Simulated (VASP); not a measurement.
# InB5 (F-43m) in VASP: notebook, part 2 of 2

VASP 6.6.1.

**5. Relaxation of cell and atoms, PBE**

This run uses another cell than the first one, of 11.68 Å³/atom.

Contents of INCAR:

```
SYSTEM = InB5
PREC = Accurate ; ENCUT = 500
EDIFF = 1E-7 ; ISMEAR = 0
SIGMA = 0.1 ; LREAL = .False.
LASPH = .True. ; NELM = 120
ALGO = Normal ; ISIF = 3
LWAVE = .False. ; LCHARG = .False.
GGA = PE ; IBRION = 2
NSW = 90 ; EDIFFG = -0.04
GGA_COMPAT = .False. ; NELMIN = 4
```

Contents of KPOINTS:

```
regular mesh
0
Gamma
  4 4 4
  0 0 0
```

Contents of POSCAR:

```
InB5
1.0
    0.0000000000      3.2727035600      3.2727035600
    3.2727035600      0.0000000000      3.2727035600
    3.2727035600      3.2727035600      0.0000000000
In B
1 5
Direct
    0.0000000000      0.0000000000      0.0000000000
    0.2500000000      0.2500000000      0.2500000000
    0.1295901500      0.6234699500      0.6234699500
    0.6234699500      0.6234699500      0.6234699500
    0.6234699500      0.6234699500      0.1295901500
    0.6234699500      0.1295901500      0.6234699500
```

Potentials or basis: VASP PAW PBE potentials, release 64 (In_d, B).

Run with:

```console
> cat potpaw_PBE.64/In_d/POTCAR potpaw_PBE.64/B/POTCAR > POTCAR
> mpirun -np 1 vasp_std > vasp.out
```

OUTCAR:

```text
SYSTEM = InB5
   PREC = Accurate
   ENCUT = 500
   EDIFF = 1E-7
   ISMEAR = 0
   LREAL = .False.
   LASPH = .True.
   NELM = 120
   ISIF = 3
   GGA = PE
   IBRION = 2
   NSW = 90
   EDIFFG = -0.04
   NELMIN = 4

 ion  position               nearest neighbor table
   1  0.000  0.000  0.000-   4 2.72   5 2.72   6 2.72   3 2.72   4 2.72   5 2.72   3 2.72   4 2.72
                             6 2.72   3 2.72   5 2.72   6 2.72   2 2.83   2 2.83   2 2.83   2 2.83
   2  0.250  0.250  0.250-   1 2.83   1 2.83   1 2.83   1 2.83
   3  0.130  0.623  0.623-   1 2.72   1 2.72   1 2.72
   4  0.623  0.623  0.623-   1 2.72   1 2.72   1 2.72
   5  0.623  0.623  0.130-   1 2.72   1 2.72   1 2.72
   6  0.623  0.130  0.623-   1 2.72   1 2.72   1 2.72

  LATTYP: Found a face centered cubic cell.
 ALAT       =     6.5454071200

  Lattice vectors:

 A1 = (   0.0000000000,   3.2727035600,   3.2727035600)
 A2 = (   3.2727035600,   0.0000000000,   3.2727035600)
 A3 = (   3.2727035600,   3.2727035600,   0.0000000000)

Analysis of symmetry for initial positions (statically):
=====================================================================
 Subroutine PRICEL returns:
 Original cell was already a primitive cell.

 Routine SETGRP: Setting up the symmetry group for a
 face centered cubic supercell.

 Subroutine GETGRP returns: Found 24 space group operations
 (whereof 24 operations were pure point group operations)
 out of a pool of 48 trial point group operations.

The static configuration has the point symmetry T_d .

Analysis of symmetry for dynamics (positions and initial velocities):
=====================================================================
 Subroutine PRICEL returns:
 Original cell was already a primitive cell.

 Routine SETGRP: Setting up the symmetry group for a
 face centered cubic supercell.

 Subroutine GETGRP returns: Found 24 space group operations
 (whereof 24 operations were pure point group operations)
 out of a pool of 48 trial point group operations.

The dynamic configuration has the point symmetry T_d .

 Subroutine INISYM returns: Found 24 space group operations
 (whereof 24 operations are pure point group operations),
 and found     1 'primitive' translations

----------------------------------------------------------------------------------------

                                     Primitive cell

  volume of cell :      70.1052

  direct lattice vectors                    reciprocal lattice vectors
     0.000000000  3.272703560  3.272703560    -0.152778885  0.152778885  0.152778885
     3.272703560  0.000000000  3.272703560     0.152778885 -0.152778885  0.152778885
     3.272703560  3.272703560  0.000000000     0.152778885  0.152778885 -0.152778885

  length of vectors
     4.628301760  4.628301760  4.628301760     0.264620791  0.264620791  0.264620791

  position of ions in fractional coordinates (direct lattice)
     0.000000000  0.000000000  0.000000000
     0.250000000  0.250000000  0.250000000
     0.129590150  0.623469950  0.623469950
     0.623469950  0.623469950  0.623469950
     0.623469950  0.623469950  0.129590150
     0.623469950  0.129590150  0.623469950

  ion indices of the primitive-cell ions
   primitive index   ion index
                 1           1
                 2           2
                 3           3
                 4           4
[... 32 lines left out ...]
  0.250000  0.000000  0.000000      8.000000
  0.500000  0.000000  0.000000      4.000000
  0.250000  0.250000  0.000000      6.000000
  0.500000  0.250000  0.000000     24.000000
 -0.250000  0.250000  0.000000     12.000000
  0.500000  0.500000  0.000000      3.000000
 -0.250000  0.500000  0.250000      6.000000
   k-points           NKPTS =      8   k-points in BZ     NKDIM =      8   number of bands    NBANDS=     18
   number of dos      NEDOS =    301   number of ions     NIONS =      6
   total plane-waves  NPLWV =  46656
   dimension x,y,z NGX =    36 NGY =   36 NGZ =   36
   dimension x,y,z NGXF=    72 NGYF=   72 NGZF=   72
   ions per type =               1   5
   NGX,Y,Z   is equivalent  to a cutoff of  12.93, 12.93, 12.93 a.u.
   NGXF,Y,Z  is equivalent  to a cutoff of  25.86, 25.86, 25.86 a.u.
 SYSTEM =  InB5
   PREC   = accura    normal or accurate (medium, high low for compatibility)
   ISTART =      0    job   : 0-new  1-cont  2-samecut
   ICHARG =      2    charge: 1-file 2-atom 10-const
   ISPIN  =      1    spin polarized calculation?
   LNONCOLLINEAR =      F non collinear calculations
   LSORBIT =      F    spin-orbit coupling
   LASPH  =      T    aspherical Exc in radial PAW
   ENCUT  =  500.0 eV  36.75 Ry    6.06 a.u.   8.44  8.44  8.44*2*pi/ulx,y,z
   NELM   =    120;   NELMIN=  4; NELMDL= -5     # of ELM steps
   EDIFF  = 0.1E-06   stopping-criterion for ELM
   LREAL  =      F    real-space projection
   EDIFFG = -.4E-01   stopping-criterion for IOM
   NSW    =     90    number of steps for IOM
   IBRION =      2    ionic relax: 0-MD 1-quasi-New 2-CG
   NFREE  =      1    steps in history (QN), initial steepest desc. (CG)
   ISIF   =      3    stress and relaxation
   ISYM   =      2    0-nonsym 1-usesym 2-fastsym
   POTIM  = 0.5000    time-step for ionic-motion
   TEBEG  =    0.0;   TEEND  =   0.0 temperature during run
   PSTRESS=    0.0 pullay stress
   NELECT =      28.0000    total number of electrons
   NUPDOWN=      -1.0000    fix difference up-down
   EMIN   =  10.00;   EMAX   =-10.00  energy-range for DOS
   EFERMI =   0.00;   METHOD = LEGACY
   ISMEAR =     0;   SIGMA  =   0.10  broadening in eV -4-tet -1-fermi 0-gaus
   EFERMI_NEDOS =   21; number of points for ismear=-14 and -15
   IALGO  =     38    algorithm
   IMIX   =      4    mixing-type and parameters
     AMIX     =   0.40;   BMIX     =  1.00
     AMIX_MAG =   1.60;   BMIX_MAG =  1.00
  volume/ion in A,a.u.               =      11.68        78.85
  Fermi-wavevector in a.u.,A,eV,Ry     =   1.205621  2.278294 19.776371  1.453522
  Thomas-Fermi vector in A             =   2.341312
   LORBIT       =      0    0 simple, 1 ext, 2 COOP (PROOUT), +10 PAW based schemes
   GGA     = PE    functional components
   LHFCALC =     F    Hartree Fock is set to
   AEXX    =    0.0000 exact exchange contribution
   IVDW    =     0    specifies the selected vdW correction
   LEPSILON=     F    determine dielectric tensor
   LRPA    =     F    only Hartree local field effects (RPA)
 conjugate gradient relaxation of ions
 non-spin polarized calculation
 Gauss-broadening in eV      SIGMA  =   0.10
  energy-cutoff  :      500.00
  volume of cell :       70.11
 maximum number of plane-waves:      1812
 NGX is ok and might be reduce to    36
   NGX = 17   NGY = 17   NGZ = 17

--------------------------------------- Ionic step        1  -------------------------------------------

 number of electron      27.9999998 magnetization

 Free energy of the ion-electron system (eV)
  ---------------------------------------------------
  ext. energy  EPLUGINS =         0.00000000
  ---------------------------------------------------
  free energy    TOTEN  =       -23.81883846 eV

  energy without entropy =      -23.79401315  energy(sigma->0) =      -23.80642581

------------------------ aborting loop because EDIFF is reached ----------------------------------------

  FORCE on cell =-STRESS in cart. coord.  units (eV):
  Direction    XX          YY          ZZ          XY          YZ          ZX
  --------------------------------------------------------------------------------------
  -------------------------------------------------------------------------------------
  Total       -8.3100524     -8.3100524     -8.3100524     -0.0000000     -0.0000000      0.0000000
  in kB     -189.9172189   -189.9172189   -189.9172189     -0.0000000     -0.0000000      0.0000000
  external PRESSURE =    -189.9172189 kB  Pullay stress =       0.0000000 kB
[... 101 lines left out ...]
  FREE ENERGIE OF THE ION-ELECTRON SYSTEM (eV)
  ---------------------------------------------------
  free  energy   TOTEN  =       -24.8164554758 eV

  energy  without entropy=      -24.7937147470  energy(sigma->0) =      -24.80508511

[... ionic steps 4 to 12 ...]

--------------------------------------- Ionic step       13  -------------------------------------------

 number of electron      28.0000000 magnetization

------------------------ aborting loop because EDIFF is reached ----------------------------------------
[... 75 lines left out ...]
--------------------------------------- Ionic step       15  -------------------------------------------

 number of electron      27.9999997 magnetization

 Free energy of the ion-electron system (eV)
  ---------------------------------------------------
  ext. energy  EPLUGINS =         0.00000000
  ---------------------------------------------------
  free energy    TOTEN  =       -25.34992623 eV

  energy without entropy =      -25.32552388  energy(sigma->0) =      -25.33772506

 E-fermi :   8.2394     XC(G=0): -11.7226

 val. band max:        8.1646458434   @ k =  -0.2500   0.2500   0.0000
 cond. band min:       8.2871175381   @ k =   0.5000   0.2500   0.0000
 fundamental gap:      0.1224716947
 Fermi energy:         8.2394254588

 k-point     1 :       0.0000    0.0000    0.0000
  band No.  band energies     occupation
      1      -6.9082      2.00000
      2      -6.7961      2.00000
      3      -6.7961      2.00000
      4      -6.7961      2.00000
      5      -6.7921      2.00000
      6      -6.7921      2.00000
[... 190 lines left out ...]
  FREE ENERGIE OF THE ION-ELECTRON SYSTEM (eV)
  ---------------------------------------------------
  free  energy   TOTEN  =       -25.3499262338 eV

  energy  without entropy=      -25.3255238812  energy(sigma->0) =      -25.33772506

 reached required accuracy - stopping structural energy minimisation
```

Wall time 4.3 min (1 thread of AMD EPYC 7R43 (Zen 3), shared host); peak memory 0.18 GiB.

What came out:

```
Free energy                           : -25.3499 eV
Relaxed volume                        : 9.89 Å³/atom
Relaxed cell                          : a = 4.379 Å, b = 4.379 Å, c = 4.379 Å, α = 60.00°, β = 60.00°, γ = 60.00°
Space group after relaxing (to 0.1 Å) : F-43m (No. 216)
Energy gained by relaxing             : 255.2 meV/atom
Ionic steps                           : 15
Pressure after relaxing               : 0.0 GPa
Largest force after relaxing          : 0.036 eV/Å
Band gap on the k mesh                : zero (bands 14 and 15 overlap by 2.18 eV)
```

Forces on the atoms (eV/Å):
```
In   0.000  0.000  0.000
B    0.000  0.000  0.000
B   -0.021  0.021  0.021
B   -0.021 -0.021 -0.021
B    0.021  0.021 -0.021
B    0.021 -0.021  0.021
```

The path:
| step | energy change (eV) | largest force (eV/Å) | pressure (GPa) | volume (Å³) |
| --- | --- | --- | --- | --- |
| 1 | 0.0000 | 0.3148 | -18.99 | 70.11 |
| 2 | -0.9965 | 0.5453 | -0.53 | 56.97 |
| 3 | -0.9976 | 0.5504 | 0.42 | 56.60 |
| 4 | -1.0653 | 0.7060 | 0.94 | 56.43 |
| 5 | -1.3221 | 0.7442 | 4.14 | 55.92 |
| 6 | -0.8128 | 3.3541 | 22.24 | 54.91 |
| 7 | -1.3858 | 0.5637 | 5.78 | 55.75 |
| 8 | -1.3966 | 0.5181 | 11.37 | 55.38 |
| 9 | -1.4241 | 0.2356 | 7.90 | 55.58 |
| 10 | -1.4267 | 0.0509 | 8.84 | 55.52 |
| 11 | -1.4486 | 0.1649 | 8.44 | 55.98 |
| 12 | -1.4578 | 0.4676 | 8.11 | 56.54 |
| 13 | -1.4911 | 0.3307 | 5.88 | 57.25 |
| 14 | -1.5310 | 0.0477 | -0.15 | 59.44 |
| 15 | -1.5311 | 0.0359 | 0.03 | 59.36 |

Final structure:
```cif
data_structure
_symmetry_space_group_name_H-M 'P 1'
_symmetry_Int_Tables_number 1
_cell_length_a 4.3787
_cell_length_b 4.3787
_cell_length_c 4.3787
_cell_angle_alpha 60.000
_cell_angle_beta 60.000
_cell_angle_gamma 60.000
_cell_volume 59.36
loop_
_atom_site_label
_atom_site_type_symbol
_atom_site_fract_x
_atom_site_fract_y
_atom_site_fract_z
_atom_site_occupancy
In1 In 0.00000 0.00000 0.00000 1
B1 B 0.25000 0.25000 0.25000 1
B2 B 0.18942 0.60353 0.60353 1
B3 B 0.60353 0.60353 0.60353 1
B4 B 0.60353 0.60353 0.18942 1
B5 B 0.60353 0.18942 0.60353 1
```

Caveat: the k points lie up to 0.44 Å⁻¹ apart in the final cell, too coarse for converged energies and pressures of a metal; the volume moved by over 15 % at a fixed basis, so the end points are rough; spin-orbit coupling is left out, which moves the levels of the heavy elements.

**6. Relaxation of cell and atoms, PBE**

Contents of INCAR:

```
ALGO     = Normal         # electronic algorithm
EDIFF    = 1E-7           # SCF threshold, eV
EDIFFG   = -0.04          # ionic threshold
ENCUT    = 500            # plane-wave cutoff, eV
GGA      = PE             # functional
GGA_COMPAT= F            
IBRION   = 2              # ionic algorithm
ISIF     = 3              # what is computed and relaxed
ISMEAR   = 0              # smearing method
LASPH    = T              # aspherical terms in the spheres
LCHARG   = F              # write CHGCAR
LREAL    = F              # projectors in reciprocal space
LWAVE    = F              # write WAVECAR
NELM     = 120            # most SCF steps
NELMIN   = 4            
NSW      = 90             # ionic steps
PREC     = Accurate       # precision mode
SIGMA    = 0.1            # smearing width, eV
```

Contents of KPOINTS:

```
k-points
0
Gamma
  6 6 6
```

Contents of POSCAR:

```
InB5
1.0
    0.0000000000      3.0988365713      3.0988365713
    3.0988365713      0.0000000000      3.0988365713
    3.0988365713      3.0988365713      0.0000000000
In B
1 5
Direct
    0.0000000000      0.0000000000      0.0000000000
    0.7500000000      0.7500000000      0.7500000000
    0.3966927664      0.3966927664      0.8099217009
    0.3966927664      0.8099217009      0.3966927664
    0.3966927664      0.3966927664      0.3966927664
    0.8099217009      0.3966927664      0.3966927664
```

Potentials or basis: VASP PAW PBE potentials, release 64 (In_d, B).

Run with:

```console
> cat potpaw_PBE.64/In_d/POTCAR potpaw_PBE.64/B/POTCAR > POTCAR
> mpirun -np 1 vasp_std > vasp.out
```

Wall time 51 s (1 thread of AMD EPYC 7R43 (Zen 3), shared host); peak memory 0.14 GiB.

It converged, with:

| Property | Result |
| --- | --- |
| Free energy | -25.1463 eV |
| Relaxed volume | 9.88 Å³/atom |
| Relaxed cell | a = 4.377 Å, b = 4.377 Å, c = 4.377 Å, α = 60.00°, β = 60.00°, γ = 60.00° |
| Space group after relaxing (to 0.1 Å) | F-43m (No. 216) |
| Energy gained by relaxing | 0.1 meV/atom |
| Ionic steps | 2 |
| Pressure after relaxing | 0.4 GPa |
| Largest force after relaxing | 0.023 eV/Å |
| Band gap on the k mesh | zero (bands 14 and 15 overlap by 2.60 eV) |

Forces on the atoms (eV/Å):
```
In   0.000  0.000  0.000
B    0.000  0.000  0.000
B    0.013  0.013 -0.013
B    0.013 -0.013  0.013
B   -0.013 -0.013 -0.013
B   -0.013  0.013  0.013
```

Step by step:
| step | energy change (eV) | largest force (eV/Å) | pressure (GPa) | volume (Å³) |
| --- | --- | --- | --- | --- |
| 1 | 0.0000 | 0.0847 | -0.42 | 59.51 |
| 2 | -0.0005 | 0.0233 | 0.44 | 59.29 |

Final structure:
```
In B
1.0
     0.00000    3.09493    3.09493
     3.09493    0.00000    3.09493
     3.09493    3.09493    0.00000
In B
1 5
Direct
  0.00000 0.00000 0.00000
  0.75000 0.75000 0.75000
  0.39707 0.39707 0.80878
  0.39707 0.80878 0.39707
  0.39707 0.39707 0.39707
  0.80878 0.39707 0.39707
```

Levels at points of the mesh, in eV from the Fermi level:
| k point | band 11 | band 12 | band 13 | band 14 | band 15 | band 16 | band 17 | band 18 |
| --- | --- | --- | --- | --- | --- | --- | --- | --- |
| (0.00, 0.00, 0.00) | -2.94 | -2.30 | -2.30 | -2.30 | -0.72 | -0.72 | 1.11 | 1.11 |
| (0.50, 0.00, 0.00) | -3.78 | -3.78 | -2.02 | 0.47 | 1.38 | 1.38 | 1.41 | 2.27 |
| (0.50, 0.50, 0.00) | -5.71 | 0.22 | 0.61 | 1.23 | 1.63 | 1.63 | 2.80 | 2.80 |

Caveat: spin-orbit coupling is left out, which moves the levels of the heavy elements.

**7. Overview**

```csv
task,cell,k mesh,gap on the mesh (eV),pressure (GPa),relaxed volume (Å³/atom),largest force (eV/Å)
single point,"a = 4.382 Å, angles 60.0°, 6 atoms, atomic positions A",4 × 4 × 4,none,-0.1,-,-
single point,"a = 4.628 Å, angles 60.0°, 6 atoms, atomic positions B",4 × 4 × 4,none,-19.0,-,0.31
single point,"a = 4.380 Å, angles 60.0°, 6 atoms, atomic positions A",6 × 6 × 6,none,-0.1,-,0.06
relaxation of cell and atoms,"relaxed from a = 4.628 Å, angles 60.0°, 6 atoms, atomic positions B",4 × 4 × 4,none,0.0,9.89,0.04
relaxation of cell and atoms,"relaxed from a = 4.382 Å, angles 60.0°, 6 atoms, atomic positions A",6 × 6 × 6,none,0.4,9.88,0.02
```

Alike in all rows: level PBE; potentials or basis VASP PAW PBE potentials, release 64 (In_d, B); no spin polarisation; cutoff (eV) 500; smearing gaussian 0.1 eV.

Caveats: some runs use coarse meshes; spin-orbit coupling is left out, which moves the levels of the heavy elements; the volume moved by over 15 % at a fixed basis, so the end points are rough (at least some runs).

Absolute energies hang on the potentials; compare differences alone.
